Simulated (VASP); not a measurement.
# Cu (Fm-3m) in VASP: a series of runs

Runs on Cu. Level: PBEsol. Tasks: single point, relaxation of cell and atoms.

All numbers are computed with VASP 6.6.1; they aren't measurements. Logs are shortened: lines on timing, memory, paths and dates and some standing lists are left out, and cuts for length are marked.

## 1. The cell of the first run

It takes space group Fm-3m (No. 225, cubic). Conventional cell: a = 3.563 Å, b = 3.563 Å, c = 3.563 Å, α = 90.00°, β = 90.00°, γ = 90.00°. Within 3.3 Å of Cu (site symmetry m-3m) lie 12 Cu at 2.52 Å.

## 2. Single point, PBEsol

File INCAR:

```
  ALGO = Fast
  EDIFF = 1E-6
  ENCUT = 520
  GGA = PS
  ISIF = 2
  ISMEAR = 0
  LASPH = True
  LCHARG = True
  LELF = True
  LREAL = False
  LVHAR = True
  LWAVE = False
  NBANDS = 12
  NELM = 100
  PREC = Accurate
  SIGMA = 0.1
```

File KPOINTS:

```
k-points
0
Gamma
  12 12 12
```

File POSCAR:

```
Cu
1.0
    0.0000000000      1.7814320943      1.7814320943
    1.7814320943      0.0000000000      1.7814320943
    1.7814320943      1.7814320943      0.0000000000
Cu
1
Direct
    0.0000000000      0.0000000000      0.0000000000
```

Potentials or basis: VASP PAW PBE potentials, release 64 (Cu).

Run with:

```
cat potpaw_PBE.64/Cu/POTCAR > POTCAR
mpirun -np 1 vasp_std > vasp.out
```

OUTCAR:

```text
EDIFF = 1E-6
   ENCUT = 520
   GGA = PS
   ISIF = 2
   ISMEAR = 0
   LASPH = True
   LREAL = False
   NELM = 100
   PREC = Accurate

 ion  position               nearest neighbor table
   1  0.000  0.000  0.000-

  LATTYP: Found a face centered cubic cell.
 ALAT       =     3.5628641886

  Lattice vectors:

 A1 = (   0.0000000000,   1.7814320943,   1.7814320943)
 A2 = (   1.7814320943,   0.0000000000,   1.7814320943)
 A3 = (   1.7814320943,   1.7814320943,   0.0000000000)

Analysis of symmetry for initial positions (statically):
[... 6 lines left out ...]

 Subroutine GETGRP returns: Found 48 space group operations
 (whereof 48 operations were pure point group operations)
 out of a pool of 48 trial point group operations.

The static configuration has the point symmetry O_h .

Analysis of symmetry for dynamics (positions and initial velocities):
[... 6 lines left out ...]

 Subroutine GETGRP returns: Found 48 space group operations
 (whereof 48 operations were pure point group operations)
 out of a pool of 48 trial point group operations.

The dynamic configuration has the point symmetry O_h .

 Subroutine INISYM returns: Found 48 space group operations
 (whereof 48 operations are pure point group operations),
 and found     1 'primitive' translations

----------------------------------------------------------------------------------------

                                     Primitive cell

  volume of cell :      11.3068

  direct lattice vectors                    reciprocal lattice vectors
     0.000000000  1.781432094  1.781432094    -0.280673062  0.280673062  0.280673062
     1.781432094  0.000000000  1.781432094     0.280673062 -0.280673062  0.280673062
     1.781432094  1.781432094  0.000000000     0.280673062  0.280673062 -0.280673062

  length of vectors
     2.519325428  2.519325428  2.519325428     0.486140003  0.486140003  0.486140003

  position of ions in fractional coordinates (direct lattice)
     0.000000000  0.000000000  0.000000000

  ion indices of the primitive-cell ions
   primitive index   ion index
                 1           1

----------------------------------------------------------------------------------------

 KPOINTS: k-points

Automatic generation of k-mesh.
 Grid dimensions read from file:
 generate k-points for:   12   12   12

 Generating k-lattice:

  Cartesian coordinates                     Fractional coordinates (reciprocal lattice)
    -0.023389422  0.023389422  0.023389422     0.083333333  0.000000000  0.000000000
     0.023389422 -0.023389422  0.023389422     0.000000000  0.083333333  0.000000000
     0.023389422  0.023389422 -0.023389422     0.000000000  0.000000000  0.083333333

  Length of vectors
     0.040511667  0.040511667  0.040511667

  Shift w.r.t. Gamma in fractional coordinates (k-lattice)
     0.000000000  0.000000000  0.000000000

 Subroutine IBZKPT returns following result:
 ===========================================

 Found     72 irreducible k-points:

 Following reciprocal coordinates:
            Coordinates               Weight
  0.000000  0.000000  0.000000      1.000000
  0.083333  0.000000  0.000000      8.000000
  0.166667  0.000000  0.000000      8.000000
  0.250000  0.000000  0.000000      8.000000
  0.333333  0.000000  0.000000      8.000000
  0.416667  0.000000  0.000000      8.000000
[... 16 lines left out ...]
  0.500000  0.166667  0.000000     24.000000
 -0.416667  0.166667  0.000000     24.000000
 [... further k-points ...]
   k-points           NKPTS =     72   k-points in BZ     NKDIM =     72   number of bands    NBANDS=     12
   number of dos      NEDOS =    301   number of ions     NIONS =      1
   total plane-waves  NPLWV =   8000
   dimension x,y,z NGX =    20 NGY =   20 NGZ =   20
   dimension x,y,z NGXF=    40 NGYF=   40 NGZF=   40
   ions per type =               1
   NGX,Y,Z   is equivalent  to a cutoff of  13.20, 13.20, 13.20 a.u.
   NGXF,Y,Z  is equivalent  to a cutoff of  26.40, 26.40, 26.40 a.u.
 SYSTEM =  unknown system
   PREC   = accura    normal or accurate (medium, high low for compatibility)
   ISTART =      0    job   : 0-new  1-cont  2-samecut
   ICHARG =      2    charge: 1-file 2-atom 10-const
   ISPIN  =      1    spin polarized calculation?
   LNONCOLLINEAR =      F non collinear calculations
   LSORBIT =      F    spin-orbit coupling
   LASPH  =      T    aspherical Exc in radial PAW
   ENCUT  =  520.0 eV  38.22 Ry    6.18 a.u.   4.68  4.68  4.68*2*pi/ulx,y,z
   NELM   =    100;   NELMIN=  2; NELMDL= -5     # of ELM steps
   EDIFF  = 0.1E-05   stopping-criterion for ELM
   LREAL  =      F    real-space projection
   EDIFFG = 0.1E-04   stopping-criterion for IOM
   NSW    =      0    number of steps for IOM
   IBRION =     -1    ionic relax: 0-MD 1-quasi-New 2-CG
   NFREE  =      0    steps in history (QN), initial steepest desc. (CG)
   ISIF   =      2    stress and relaxation
   ISYM   =      2    0-nonsym 1-usesym 2-fastsym
   POTIM  = 0.5000    time-step for ionic-motion
   TEBEG  =    0.0;   TEEND  =   0.0 temperature during run
   PSTRESS=    0.0 pullay stress
   NELECT =      11.0000    total number of electrons
   NUPDOWN=      -1.0000    fix difference up-down
   EMIN   =  10.00;   EMAX   =-10.00  energy-range for DOS
   EFERMI =   0.00;   METHOD = LEGACY
   ISMEAR =     0;   SIGMA  =   0.10  broadening in eV -4-tet -1-fermi 0-gaus
   EFERMI_NEDOS =   21; number of points for ismear=-14 and -15
   IALGO  =     68    algorithm
   IMIX   =      4    mixing-type and parameters
     AMIX     =   0.40;   BMIX     =  1.00
     AMIX_MAG =   1.60;   BMIX_MAG =  1.00
  volume/ion in A,a.u.               =      11.31        76.30
  Fermi-wavevector in a.u.,A,eV,Ry     =   1.622158  3.065434 35.802319  2.631396
  Thomas-Fermi vector in A             =   2.715817
   LORBIT       =      0    0 simple, 1 ext, 2 COOP (PROOUT), +10 PAW based schemes
   GGA     = PS    functional components
   LHFCALC =     F    Hartree Fock is set to
   AEXX    =    0.0000 exact exchange contribution
   IVDW    =     0    specifies the selected vdW correction
   LEPSILON=     F    determine dielectric tensor
   LRPA    =     F    only Hartree local field effects (RPA)
 non-spin polarized calculation
 RMM-DIIS sequential band-by-band and
 Gauss-broadening in eV      SIGMA  =   0.10
  energy-cutoff  :      520.00
  volume of cell :       11.31
 maximum number of plane-waves:       316
   NGX =  9   NGY =  9   NGZ =  9

 number of electron      11.0000013 magnetization

 Free energy of the ion-electron system (eV)
  ---------------------------------------------------
  ext. energy  EPLUGINS =         0.00000000
  ---------------------------------------------------
  free energy    TOTEN  =        -4.30584124 eV

  energy without entropy =       -4.30467000  energy(sigma->0) =       -4.30525562

 E-fermi :   7.8646     XC(G=0): -13.1649

 val. band max:        7.7668295854   @ k =   0.4167   0.4167   0.0000
 cond. band min:       7.8829454125   @ k =   0.5000   0.3333   0.1667
 fundamental gap:      0.1161158271
 Fermi energy:         7.8645854539

 k-point     1 :       0.0000    0.0000    0.0000
  band No.  band energies     occupation
      1      -1.7762      2.00000
      2       4.7818      2.00000
      3       4.7818      2.00000
      4       4.7818      2.00000
      5       5.6720      2.00000
      6       5.6720      2.00000
      7      30.8816      0.00000
      8      33.8370      0.00000
      9      33.8371      0.00000
     10      33.8371      0.00000
     11      36.3549      0.00000
     12      36.3549      0.00000

 k-point     2 :       0.0833    0.0000    0.0000
  band No.  band energies     occupation
      1      -1.5159      2.00000
      2       4.7250      2.00000
      3       4.8312      2.00000
      4       4.8312      2.00000
      5       5.6530      2.00000
      6       5.6530      2.00000
      7      29.2657      0.00000
      8      31.9002      0.00000
      9      33.1343      0.00000
     10      33.1343      0.00000
     11      37.4026      0.00000
     12      37.4027      0.00000

 k-point     3 :       0.1667    0.0000    0.0000
  band No.  band energies     occupation
      1      -0.7570      2.00000
      2       4.5917      2.00000
      3       4.9303      2.00000
      4       4.9303      2.00000
      5       5.6429      2.00000
      6       5.6429      2.00000
      7      25.0121      0.00000
      8      31.3947      0.00000
      9      32.1452      0.00000
     10      32.1452      0.00000
     11      38.1881      0.00000
     12      38.7022      0.00000

 k-point     4 :       0.2500    0.0000    0.0000
  band No.  band energies     occupation
      1       0.4075      2.00000
      2       4.5038      2.00000
      3       4.9501      2.00000
      4       4.9501      2.00000
      5       5.7575      2.00000
      6       5.7575      2.00000
      7      20.7337      0.00000
      8      30.8100      0.00000
      9      31.3948      0.00000
     10      31.3949      0.00000
     11      37.1250      0.00000
     12      37.1253      0.00000

 k-point     5 :       0.3333    0.0000    0.0000
  band No.  band energies     occupation
      1       1.6787      2.00000
      2       4.7581      2.00000
      3       4.8697      2.00000
      4       4.8697      2.00000
      5       5.9885      2.00000
      6       5.9885      2.00000
      7      16.8200      0.00000
      8      30.1028      0.00000
      9      30.9259      0.00000
     10      30.9259      0.00000
     11      35.2971      0.00000
     12      35.2971      0.00000

 k-point     6 :       0.4167    0.0000    0.0000
  band No.  band energies     occupation
      1       2.4332      2.00000
      2       4.7829      2.00000
      3       4.7829      2.00000
      4       5.8180      2.00000
      5       6.1966      2.00000
      6       6.1966      2.00000
      7      13.5384      0.00000
      8      29.5558      0.00000
      9      30.7042      0.00000
     10      30.7042      0.00000
     11      34.0592      0.00000
     12      34.0592      0.00000

 k-point     7 :       0.5000    0.0000    0.0000
  band No.  band energies     occupation
      1       2.6036      2.00000
      2       4.7483      2.00000
      3       4.7483      2.00000
      4       6.2781      2.00000
      5       6.2781      2.00000
      6       6.7817      2.00000
      7      11.9097      0.00000
      8      29.3545      0.00000
      9      30.6498      0.00000
     10      30.6498      0.00000
     11      33.6156      0.00000
     12      33.6156      0.00000

 k-point     8 :       0.0833    0.0833    0.0000
  band No.  band energies     occupation
      1      -1.4295      2.00000
      2       4.6755      2.00000
      3       4.8668      2.00000
      4       4.8668      2.00000
      5       5.5763      2.00000
      6       5.7106      2.00000
      7      29.9432      0.00000
      8      31.3734      0.00000
      9      31.3734      0.00000
     10      32.5523      0.00000
     11      38.0353      0.00000
     12      38.9389      0.00000
[... 166 lines left out ...]
 k-point    20 :       0.2500    0.1667    0.0000
  band No.  band energies     occupation
      1       0.4317      2.00000
      2       4.2179      2.00000
      3       5.0576      2.00000
      4       5.2435      2.00000
      5       5.4897      2.00000
      6       5.9114      2.00000
      7      24.2107      0.00000
      8      27.0091      0.00000
      9      28.4574      0.00000
     10      30.0507      0.00000
     11      33.3083      0.00000
     12      41.5324      0.00000

 k-point    21 :       0.3333    0.1667    0.0000
  band No.  band energies     occupation
      1       1.5833      2.00000
      2       4.1152      2.00000
      3       4.8373      2.00000
      4       5.2524      2.00000
      5       6.0139      2.00000
      6       6.0884      2.00000
      7      20.0626      0.00000
      8      26.2796      0.00000
      9      27.1814      0.00000
     10      29.2338      0.00000
     11      35.5670      0.00000
     12      40.6644      0.00000

 k-point    22 :       0.4167    0.1667    0.0000
  band No.  band energies     occupation
      1       2.6142      2.00000
      2       4.2129      2.00000
      3       4.6948      2.00000
      4       5.1763      2.00000
      5       6.2563      2.00000
      6       6.9286      2.00000
      7      16.2812      0.00000
      8      25.5323      0.00000
      9      26.1169      0.00000
     10      28.7961      0.00000
     11      38.7949      0.00000
     12      40.0422      0.00000

 k-point    23 :       0.5000    0.1667    0.0000
  band No.  band energies     occupation
      1       3.0491      2.00000
      2       4.3433      2.00000
      3       4.8549      2.00000
      4       5.0951      2.00000
      5       6.2988      2.00000
      6       8.4116      0.00000
      7      13.1589      0.00000
      8      24.0963      0.00000
      9      26.5641      0.00000
     10      28.7842      0.00000
     11      38.7896      0.00000
     12      39.1526      0.00000

 k-point    24 :      -0.4167    0.1667    0.0000
  band No.  band energies     occupation
      1       3.1094      2.00000
      2       4.3962      2.00000
      3       4.9408      2.00000
      4       5.0578      2.00000
      5       6.1725      2.00000
      6       8.9377      0.00000
      7      12.4629      0.00000
      8      23.0794      0.00000
      9      27.6291      0.00000
     10      29.1859      0.00000
     11      37.8790      0.00000
     12      38.6485      0.00000

 [... further k-points ...]
[... 5 lines left out ...]
  --------------------------------------------------------------------------------------
  -------------------------------------------------------------------------------------
  Total        0.0418323      0.0418323      0.0418323      0.0000000      0.0000000     -0.0000000
  in kB        5.9276728      5.9276728      5.9276728      0.0000000      0.0000000     -0.0000000
  external PRESSURE =       5.9276728 kB  Pullay stress =       0.0000000 kB

 VOLUME and BASIS-vectors are now :
 -----------------------------------------------------------------------------
  energy-cutoff  :      520.00
  volume of cell :       11.31
      direct lattice vectors                 reciprocal lattice vectors
     0.000000000  1.781432094  1.781432094    -0.280673062  0.280673062  0.280673062
     1.781432094  0.000000000  1.781432094     0.280673062 -0.280673062  0.280673062
     1.781432094  1.781432094  0.000000000     0.280673062  0.280673062 -0.280673062

 POSITION                                       TOTAL-FORCE (eV/Angst)
 -----------------------------------------------------------------------------------
      0.00000      0.00000      0.00000         0.000000     -0.000000      0.000000
 -----------------------------------------------------------------------------------
    total drift:                                0.000000      0.000000      0.000000

  FREE ENERGIE OF THE ION-ELECTRON SYSTEM (eV)
  ---------------------------------------------------
  free  energy   TOTEN  =        -4.3058412357 eV

  energy  without entropy=       -4.3046700000  energy(sigma->0) =       -4.30525562
```

It took 9.9 s on 1 thread of Intel Xeon Platinum 8488C (Sapphire Rapids), shared host; peak memory 0.12 GiB.

What came out:

```yaml
Free_energy: -4.3058 eV
Pressure: 0.6 GPa
```

Caveat: the PAW data sets were made with another functional, which shifts forces and pressure a little.

## 3. Relaxation of cell and atoms, PBEsol

This run uses another cell than the first one, of 11.66 Å³/atom, 1.032 times its volume.

File INCAR:

```
SYSTEM = Cu
  PREC = Accurate
  ENCUT = 600
  EDIFF = 1E-7
  ISMEAR = 0
  SIGMA = 0.1
  LREAL = .False.
  LASPH = .True.
  NELM = 60
  ALGO = Normal
  ISIF = 3
  LWAVE = .False.
  LCHARG = .False.
  GGA = PS
  IBRION = 2
  NSW = 80
  EDIFFG = -0.003
```

File KPOINTS:

```
regular mesh
0
Gamma
  12 12 12
  0 0 0
```

File POSCAR:

```
Cu
1.0
    0.0000000000      1.8000000000      1.8000000000
    1.8000000000      0.0000000000      1.8000000000
    1.8000000000      1.8000000000      0.0000000000
Cu
1
Direct
    0.0000000000      0.0000000000      0.0000000000
```

Potentials or basis: VASP PAW PBE potentials, release 64 (Cu).

Run with:

```
cat potpaw_PBE.64/Cu/POTCAR > POTCAR
mpirun -np 1 vasp_std > vasp.out
```

It took 13 s on 1 thread of Intel Xeon Platinum 8488C (Sapphire Rapids), shared host; peak memory 0.13 GiB.

It converged, with:

| Property | Result |
| --- | --- |
| Free energy | -4.3062 eV |
| Relaxed volume | 11.36 Å³/atom |
| Relaxed cell | a = 2.523 Å, b = 2.523 Å, c = 2.523 Å, α = 60.00°, β = 60.00°, γ = 60.00° |
| Space group after relaxing (to 0.05 Å) | Fm-3m (No. 225) |
| Energy gained by relaxing | 4.0 meV/atom |
| Ionic steps | 3 |
| Pressure after relaxing | 0.0 GPa |

The path:
```tsv
step	energy change (eV)	largest force (eV/Å)	pressure (GPa)	volume (Å³)
1	0.0000	0.0000	-4.09	11.66
2	-0.0024	0.0000	2.89	11.17
3	-0.0040	0.0000	0.01	11.36
```

Final structure:
```
CELL_PARAMETERS angstrom
0.00000 1.78410 1.78410
1.78410 0.00000 1.78410
1.78410 1.78410 0.00000
ATOMIC_POSITIONS crystal
Cu 0.00000 0.00000 0.00000
```

Levels at points of the mesh, in eV from the Fermi level:
```
           k point  band 2  band 3  band 4  band 5  band 6  band 7  band 8  band 9
(0.00, 0.00, 0.00)   -3.07   -3.07   -3.07   -2.18   -2.18   22.98   25.90   25.90
(0.50, 0.00, 0.00)   -3.10   -3.10   -1.58   -1.58   -1.07    4.02   21.46   22.72
(0.50, 0.50, 0.00)   -4.55   -1.60   -1.43   -1.43    1.51    7.46   13.43   13.43
```

Caveat: the PAW data sets were made with another functional, which shifts forces and pressure a little.
